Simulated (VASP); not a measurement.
Here is a VASP 6.6.1 calculation.

POSCAR

```
SnO2
1.0
   -3.2005645535      3.3655205710      3.3655272524
    3.2005645535     -3.3655205710      3.3655272524
    3.2005645535      3.3655205710     -3.3655272524
Sn O
4 8
Direct
    0.9999687264      0.2499687264      0.7500000000
    0.0000312736      0.7500312736      0.2500000000
    0.5000000000      0.5000000000      0.5000000000
    0.5000000000      0.0000000000      0.0000000000
    0.1941001921      0.1941267559      0.5000265639
    0.6941449339      0.7500445380      0.9441003959
    0.1941001921      0.6940736282      0.9999734361
    0.3059441422      0.7500445380      0.5558996041
    0.6940558578      0.2499554620      0.4441003959
    0.3058550661      0.2499554620      0.0558996041
    0.8058998079      0.3059263718      0.0000265639
    0.8058998079      0.8058732441      0.4999734361
```

File INCAR.step1:

```
SYSTEM = SnO2
ALGO = Normal
EDIFF = 1E-4
ENCUT = 520
GGA = PE
ISMEAR = 0
LASPH = .TRUE.
LCHARG = .FALSE.
LREAL = .FALSE.
LWAVE = .TRUE.
NBANDS = 64
NELM = 60
PREC = Accurate
SIGMA = 0.05
```

The input INCAR.step2:

```
SYSTEM = SnO2
ALGO = Normal
EDIFF = 1E-6
ENCUT = 520
ISIF = 2
ISMEAR = 0
ISTART = 1
LASPH = .TRUE.
LCHARG = .FALSE.
LMIXTAU = .TRUE.
LREAL = .FALSE.
LWAVE = .FALSE.
METAGGA = R2SCAN
NBANDS = 64
NELM = 60
PREC = Accurate
SIGMA = 0.05
```

The input KPOINTS:

```
k-points
0
G
  6 6 6
  0 0 0
```

Potentials or basis: VASP PAW PBE potentials, release 64 (Sn_d, O).

Launch:

```console
$ cat potpaw_PBE.64/Sn_d/POTCAR potpaw_PBE.64/O/POTCAR > POTCAR
$ cp INCAR.step1 INCAR
$ mpirun -np 1 vasp_std > vasp.out
$ cp INCAR.step2 INCAR
$ mpirun -np 1 vasp_std > vasp.out
```

(1) Predict the band gap on the k mesh.

(2) What does it give for the largest force?

Answers

(1) 1.80 eV.

(2) 0.028 eV/Å.

Caveat: the PAW data sets were made with another functional, which shifts forces and pressure a little; spin-orbit coupling is left out, which moves the levels of the heavy elements.
